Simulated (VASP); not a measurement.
# PbO (Pm-3m) in VASP: single point with PBE

Aim: the single point of PbO with PBE.

All numbers are computed with VASP 6.6.1; they aren't measurements. Logs are shortened: lines on timing, memory, paths and dates and some standing lists are left out, and cuts for length are marked.

### 1 The cell of the first run

The structure is cubic, space group Pm-3m (No. 221). The conventional cell has a = 3.179 Å, b = 3.179 Å, c = 3.179 Å, α = 90.00°, β = 90.00°, γ = 90.00°. Pb (site symmetry m-3m) has 8 O at 2.75 Å and 6 Pb at 3.18 Å within 3.6 Å. Within 3.6 Å of O (site symmetry m-3m) lie 8 Pb at 2.75 Å and 6 O at 3.18 Å.

### 2 Single point, PBE

File INCAR:

```
PREC     = Accurate       # precision mode
ENCUT    = 520            # plane-wave cutoff, eV
EDIFF    = 1E-7           # SCF threshold, eV
ISMEAR   = 0              # smearing method
SIGMA    = 0.01           # smearing width, eV
LREAL    = False          # projectors in reciprocal space
LASPH    = True           # aspherical terms in the spheres
NELM     = 100            # most SCF steps
ALGO     = Normal         # electronic algorithm
ISIF     = 2              # what is computed and relaxed
LWAVE    = False          # write WAVECAR
LCHARG   = False          # write CHGCAR
GGA      = PE             # functional
NBANDS   = 17             # bands
```

File KPOINTS:

```
regular mesh
0
Gamma
  6 6 6
```

File POSCAR:

```
PbO
1.0
    3.1793716482      0.0000000000      0.0000000000
    0.0000000000      3.1793716482      0.0000000000
    0.0000000000      0.0000000000      3.1793716482
Pb O
1 1
Direct
    0.0000000000      0.0000000000      0.0000000000
    0.5000000000      0.5000000000      0.5000000000
```

Potentials or basis: VASP PAW PBE potentials, release 64 (Pb_d, O).

Started as:

```
> cat potpaw_PBE.64/Pb_d/POTCAR potpaw_PBE.64/O/POTCAR > POTCAR
> mpirun -np 1 vasp_std > vasp.out
```

OUTCAR:

```text
PREC = Accurate
   ENCUT = 520
   EDIFF = 1E-7
   ISMEAR = 0
   LREAL = False
   LASPH = True
   NELM = 100
   ISIF = 2
   GGA = PE

 ion  position               nearest neighbor table
   1  0.000  0.000  0.000-   2 2.75   2 2.75   2 2.75   2 2.75   2 2.75   2 2.75   2 2.75   2 2.75

   2  0.500  0.500  0.500-   1 2.75   1 2.75   1 2.75   1 2.75   1 2.75   1 2.75   1 2.75   1 2.75

  LATTYP: Found a simple cubic cell.
 ALAT       =     3.1793716482

  Lattice vectors:

 A1 = (   3.1793716482,   0.0000000000,   0.0000000000)
 A2 = (   0.0000000000,   3.1793716482,   0.0000000000)
 A3 = (   0.0000000000,   0.0000000000,   3.1793716482)

Analysis of symmetry for initial positions (statically):
=====================================================================
 Subroutine PRICEL returns:
 Original cell was already a primitive cell.

 Routine SETGRP: Setting up the symmetry group for a
 simple cubic supercell.

 Subroutine GETGRP returns: Found 48 space group operations
[... 9 lines left out ...]

 Routine SETGRP: Setting up the symmetry group for a
 simple cubic supercell.

 Subroutine GETGRP returns: Found 48 space group operations
[... 11 lines left out ...]
                                     Primitive cell

  volume of cell :      32.1384

  direct lattice vectors                    reciprocal lattice vectors
     3.179371648  0.000000000  0.000000000     0.314527558  0.000000000  0.000000000
     0.000000000  3.179371648  0.000000000     0.000000000  0.314527558  0.000000000
     0.000000000  0.000000000  3.179371648     0.000000000  0.000000000  0.314527558

  length of vectors
     3.179371648  3.179371648  3.179371648     0.314527558  0.314527558  0.314527558

  position of ions in fractional coordinates (direct lattice)
     0.000000000  0.000000000  0.000000000
     0.500000000  0.500000000  0.500000000

  ion indices of the primitive-cell ions
   primitive index   ion index
                 1           1
                 2           2

----------------------------------------------------------------------------------------

 KPOINTS: regular mesh

Automatic generation of k-mesh.
 Grid dimensions read from file:
 generate k-points for:    6    6    6

 Generating k-lattice:

  Cartesian coordinates                     Fractional coordinates (reciprocal lattice)
     0.052421260  0.000000000  0.000000000     0.166666667  0.000000000  0.000000000
     0.000000000  0.052421260  0.000000000     0.000000000  0.166666667  0.000000000
[... 51 lines left out ...]
   ENCUT  =  520.0 eV  38.22 Ry    6.18 a.u.   5.91  5.91  5.91*2*pi/ulx,y,z
   NELM   =    100;   NELMIN=  2; NELMDL= -5     # of ELM steps
   EDIFF  = 0.1E-06   stopping-criterion for ELM
   LREAL  =      F    real-space projection
   EDIFFG = 0.1E-05   stopping-criterion for IOM
   NSW    =      0    number of steps for IOM
   IBRION =     -1    ionic relax: 0-MD 1-quasi-New 2-CG
   NFREE  =      0    steps in history (QN), initial steepest desc. (CG)
   ISIF   =      2    stress and relaxation
   ISYM   =      2    0-nonsym 1-usesym 2-fastsym
   POTIM  = 0.5000    time-step for ionic-motion
   TEBEG  =    0.0;   TEEND  =   0.0 temperature during run
   PSTRESS=    0.0 pullay stress
   NELECT =      20.0000    total number of electrons
   NUPDOWN=      -1.0000    fix difference up-down
   EMIN   =  10.00;   EMAX   =-10.00  energy-range for DOS
   EFERMI =   0.00;   METHOD = LEGACY
   ISMEAR =     0;   SIGMA  =   0.01  broadening in eV -4-tet -1-fermi 0-gaus
   EFERMI_NEDOS =   21; number of points for ismear=-14 and -15
   IALGO  =     38    algorithm
   IMIX   =      4    mixing-type and parameters
     AMIX     =   0.40;   BMIX     =  1.00
     AMIX_MAG =   1.60;   BMIX_MAG =  1.00
  volume/ion in A,a.u.               =      16.07       108.44
  Fermi-wavevector in a.u.,A,eV,Ry     =   1.397688  2.641247 26.579408  1.953531
  Thomas-Fermi vector in A             =   2.520920
   LORBIT       =      0    0 simple, 1 ext, 2 COOP (PROOUT), +10 PAW based schemes
   GGA     = PE    functional components
   LHFCALC =     F    Hartree Fock is set to
   AEXX    =    0.0000 exact exchange contribution
   IVDW    =     0    specifies the selected vdW correction
   LEPSILON=     F    determine dielectric tensor
   LRPA    =     F    only Hartree local field effects (RPA)
 non-spin polarized calculation
 Gauss-broadening in eV      SIGMA  =   0.01
  energy-cutoff  :      520.00
  volume of cell :       32.14
 maximum number of plane-waves:       912
 NGX is ok and might be reduce to    24
   NGX = 11   NGY = 11   NGZ = 11

 number of electron      19.9999997 magnetization

 Free energy of the ion-electron system (eV)
  ---------------------------------------------------
  ext. energy  EPLUGINS =         0.00000000
  ---------------------------------------------------
  free energy    TOTEN  =        -9.74397661 eV

  energy without entropy =       -9.74397661  energy(sigma->0) =       -9.74397661

 E-fermi :   7.0246     XC(G=0): -11.3227

 val. band max:        6.9402287001   @ k =   0.3333   0.1667   0.0000
 cond. band min:       7.5826685890   @ k =   0.5000   0.0000   0.0000
 fundamental gap:      0.6424398889
 Fermi energy:         7.0246456821

 k-point     1 :       0.0000    0.0000    0.0000
  band No.  band energies     occupation
      1     -10.0338      2.00000
      2      -9.6221      2.00000
      3      -9.6221      2.00000
      4      -8.9200      2.00000
      5      -8.9200      2.00000
      6      -8.9200      2.00000
[... 377 lines left out ...]
      4      -8.7569      2.00000
      5      -8.7569      2.00000
      6      -8.6890      2.00000
[... 9 lines left out ...]
     16      20.5954      0.00000
     17      26.1356      0.00000

------------------------ aborting loop because EDIFF is reached ----------------------------------------

  FORCE on cell =-STRESS in cart. coord.  units (eV):
  Direction    XX          YY          ZZ          XY          YZ          ZX
  --------------------------------------------------------------------------------------
  -------------------------------------------------------------------------------------
  Total        0.6496574      0.6496574      0.6496574      0.0000000     -0.0000000      0.0000000
  in kB       32.3870282     32.3870282     32.3870282      0.0000000     -0.0000000      0.0000000
  external PRESSURE =      32.3870282 kB  Pullay stress =       0.0000000 kB

 VOLUME and BASIS-vectors are now :
 -----------------------------------------------------------------------------
  energy-cutoff  :      520.00
  volume of cell :       32.14
      direct lattice vectors                 reciprocal lattice vectors
     3.179371648  0.000000000  0.000000000     0.314527558  0.000000000  0.000000000
     0.000000000  3.179371648  0.000000000     0.000000000  0.314527558  0.000000000
     0.000000000  0.000000000  3.179371648     0.000000000  0.000000000  0.314527558

 POSITION                                       TOTAL-FORCE (eV/Angst)
 -----------------------------------------------------------------------------------
      0.00000      0.00000      0.00000         0.000000      0.000000      0.000000
      1.58969      1.58969      1.58969         0.000000      0.000000      0.000000
 -----------------------------------------------------------------------------------
    total drift:                                0.000000      0.000000     -0.000000

  FREE ENERGIE OF THE ION-ELECTRON SYSTEM (eV)
  ---------------------------------------------------
  free  energy   TOTEN  =        -9.7439766136 eV

  energy  without entropy=       -9.7439766136  energy(sigma->0) =       -9.74397661
```

Wall time 3.9 s (1 thread of Intel Xeon 6975P-C (Granite Rapids), shared host); peak memory 0.14 GiB.

Results:

```
Free energy            : -9.7440 eV
Pressure               : 3.2 GPa
Band gap on the k mesh : 0.64 eV, indirect (least direct gap 0.76 eV)
```

Levels at points of the mesh, in eV from the valence-band top:
| k point | band 7 | band 8 | band 9 | band 10 | band 11 | band 12 | band 13 | band 14 |
| --- | --- | --- | --- | --- | --- | --- | --- | --- |
| (0.00, 0.00, 0.00) | -8.05 | -1.50 | -1.50 | -1.50 | 8.97 | 8.97 | 8.97 | 10.07 |
| (0.50, 0.00, 0.00) | -8.81 | -0.69 | -0.69 | -0.12 | 0.64 | 8.18 | 8.18 | 11.33 |
| (0.50, 0.50, 0.00) | -5.61 | -4.29 | -4.29 | -0.69 | 4.29 | 4.29 | 10.16 | 11.14 |
| (0.50, 0.50, 0.50) | -3.01 | -1.95 | -1.95 | -1.95 | 1.05 | 1.05 | 1.05 | 13.66 |

Caveat: spin-orbit coupling is left out, which moves the levels of the heavy elements. A k mesh can miss the band edges.
